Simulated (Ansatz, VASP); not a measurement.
## One calculation of Mg, two programs

```
Mg
1.0
     3.46601    0.00000    0.00000
    -1.73301    3.00166    0.00000
     0.00000    0.00000    5.62716
Mg
2
Cartesian
  0.0000 2.0011 1.4068
  1.7330 1.0006 4.2204
```

Change from the starting cell: strain +0.080 along x and y, +0.080 along z, atoms carried along.

Alike in both runs: task single point; functional LDA; k mesh 18 × 18 × 10; occupations gaussian, width 0.15 eV; no spin polarisation.

```csv
,VASP,Ansatz
version,VASP 6.6.1,Ansatz 0.2.0
potentials or method,"VASP PAW LDA potentials, release 64 (Mg), cutoff 520 eV","scalar-relativistic, plane waves, PAW"
valence electrons in the cell,4,20
```

Ansatz gave:

- gap on the k mesh at the Fermi level (eV): none
- pressure (GPa): -6.4

Problem. Which values does VASP return?

Solution. gap on the k mesh at the Fermi level (eV): none; pressure (GPa): -6.6.

LDA's correlation is that of Perdew and Zunger in VASP and of Perdew and Wang (1992) in Ansatz. A gap of «none» marks a metal or a gap that the smearing closes. VASP's potentials hold 4 valence electrons a cell and Ansatz's 20, so a difference there can come from the potentials and not from the codes.
